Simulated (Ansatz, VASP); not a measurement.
# Mg in VASP and in Ansatz

```xyz
1
Lattice="-2.0458 2.0458 2.0458 2.0458 -2.0458 2.0458 2.0458 2.0458 -2.0458" Properties=species:S:1:pos:R:3 pbc="T T T"
Mg    0.0000    0.0000    0.0000
```

Alike in both runs: task single point; functional PBE; k mesh 6 × 6 × 6; occupations gaussian, width 0.1 eV; no spin polarisation.

|  | VASP | Ansatz |
| --- | --- | --- |
| version | VASP 6.6.1 | Ansatz 0.2.0 |
| potentials or method | VASP PAW PBE potentials, release 64 (Mg), cutoff 600 eV | scalar-relativistic, plane waves, PAW |
| valence electrons in the cell | 2 | 10 |

Ansatz gave:

| Quantity | Value |
| --- | --- |
| gap on the k mesh at the Fermi level (eV) | none |
| pressure (GPa) | -5.8 |

Problem. Estimate VASP's values.

Solution. gap on the k mesh at the Fermi level (eV): none; pressure (GPa): -5.9.

A gap of «none» marks a metal or a gap that the smearing closes. The functional is the same, so the differences come from potentials, cutoffs and numerics. VASP's potentials hold 2 valence electrons a cell and Ansatz's 10, so a difference there can come from the potentials and not from the codes.

The k mesh is coarse, so the values compare programs but aren't converged.
